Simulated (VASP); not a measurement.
A run of VASP 6.6.1 is set up as follows.

Contents of INCAR:

```
  ALGO = Normal
  EDIFF = 1E-7
  ENCUT = 520
  GGA = PE
  ISIF = 2
  ISMEAR = 0
  LASPH = True
  LCHARG = False
  LREAL = False
  LWAVE = False
  NBANDS = 20
  NELM = 60
  PREC = Accurate
  SIGMA = 0.1
```

Contents of KPOINTS:

```
k-points
0
Gamma
  6 6 4
```

File POSCAR:

```
Al2H3
1.0
    5.9966553171     -1.3591172944      0.0000000000
    5.9966553171      1.3591172944      0.0000000000
   -1.7391183371      0.0000000000      6.5064158720
Al H
4 6
Direct
    0.7629769991      0.7629769991      0.3375061170
    0.4534851742      0.4534851742      0.2514080075
    0.6004853075      0.6004853075      0.7288595475
    0.8669963273      0.8669963273      0.8826730684
    0.7214496944      0.7214496944      0.9343462928
    0.0382853974      0.0382853974      0.8454407454
    0.1549397886      0.1549397886      0.6187185385
    0.4817122722      0.4817122722      0.5264013686
    0.6063105426      0.6063105426      0.2631438734
    0.8164658337      0.8164658337      0.6115024408
```

Potentials or basis: VASP PAW PBE potentials, release 64 (Al, H).

Run with:

```bash
$ cat potpaw_PBE.64/Al/POTCAR potpaw_PBE.64/H/POTCAR > POTCAR
$ mpirun -np 1 vasp_std > vasp.out
```

**Question.** Predict the pressure.

**Answer.** -0.1 GPa.

**Question.** What does it give for the largest force?

**Answer.** 0.013 eV/Å.

**Question.** What does it give for the band gap on the k mesh?

**Answer.** Zero (bands 9 and 10 overlap by 0.63 eV).

Forces in eV/Å, atoms in the order of the input:
```
Al   0.006  0.000 -0.001
Al  -0.008  0.000 -0.003
Al  -0.008  0.000  0.003
Al  -0.006  0.000 -0.006
H    0.004  0.000 -0.003
H    0.013  0.000 -0.003
H   -0.006  0.000  0.000
H    0.005  0.000  0.002
H    0.000  0.000  0.004
H    0.002  0.000  0.007
```

Caveat: the k points lie up to 0.40 Å⁻¹ apart, too coarse for converged energies and pressures of a metal.
